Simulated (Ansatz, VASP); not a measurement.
CdS: VASP beside Ansatz

```
Cd S
1.0
     0.00000    2.94295    2.94295
     2.94295    0.00000    2.94295
     2.94295    2.94295    0.00000
Cd S
1 1
Direct
  0.00000 0.00000 0.00000
  0.75000 0.75000 0.75000
```

Alike in both runs: task electric field gradients; functional PBEsol; k mesh 7 × 7 × 7; occupations fermi-dirac, width 0.02 eV; no spin polarisation.

```csv
,VASP,Ansatz
version,VASP 6.6.1,Ansatz 0.2.0
potentials or method,"VASP PAW PBE potentials, release 64 (Cd, S)","PAW with Ansatz's default frozen-core files, scalar-relativistic"
plane-wave cutoff (eV),520,420
valence electrons in the cell,18,26
```

|  | VASP | Ansatz | Ansatz less VASP |
| --- | --- | --- | --- |
| gap on the k mesh at the Fermi level (eV) | 0.95 | 0.95 | -0.004 |
| pressure (GPa) | -1.5 | -1.8 | -0.35 |

VASP's potentials were made for PBE, not for PBEsol. VASP's potentials hold 18 valence electrons a cell and Ansatz's 26, so a difference there can come from the potentials and not from the codes.
